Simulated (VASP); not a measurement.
Wanted: the native input for a VASP 6.6.1 run.

* Task: single point
* Functional: LDA
* Potentials or basis: VASP PAW LDA potentials, release 64 (Ni)
* Cutoff: 520 eV
* k mesh: 22 × 22 × 22
* Occupations: gaussian, width 0.15 eV
* Spin: collinear spin, ferromagnetic start
* Starting moments: [0.7] μB
* Dipole correction: no
* Further INCAR settings: ALGO = Normal; EDIFF = 1e-06; NBANDS = 15

The structure of Ni lies in POSCAR:

```
Ni
1.0
    0.0000000000      1.9347024159      1.4553071270
    1.7463685524      0.0000000000      1.4553071270
    1.7463685524      1.9347024159      0.0000000000
Ni
1
Direct
    0.0000000000      0.0000000000      0.0000000000
```

This cell differs from its parent crystal: strain +e along x and -e along y -0.0550, strain +e along z and -e/2 along x and y -0.1500.

One way to write it, as run:

INCAR

```
PREC = Accurate ; ENCUT = 520
EDIFF = 1E-6 ; ISMEAR = 0
SIGMA = 0.15 ; LREAL = F
LASPH = T ; NELM = 150
ALGO = Normal ; ISIF = 2
LWAVE = F ; LCHARG = F
ISPIN = 2 ; MAGMOM = 0.7
LORBIT = 11 ; LMAXMIX = 4
NBANDS = 15
```

KPOINTS

```
regular mesh
0
Gamma
  22 22 22
```

Potentials or basis: VASP PAW LDA potentials, release 64 (Ni).

The run is started by

```sh
$ cat potpaw_LDA.64/Ni/POTCAR > POTCAR
$ mpirun -np 1 vasp_std > vasp.out
```

It gave:

The pressure is 8.0 GPa, the net moment is 0.39 μB per cell and the site moments are Ni +0.39 μB. The valence electrons inside the program's atomic spheres are Ni 9.53.

Caveat: the cell differs from its parent crystal (strain +e along x and -e along y -0.0550, strain +e along z and -e/2 along x and y -0.1500); the cell stands under pressure.

Run time: 3.1 min on 1 thread of Intel(R) Xeon(R) 6975P-C (Granite Rapids), with other jobs on the host, peak memory 0.42 GiB.
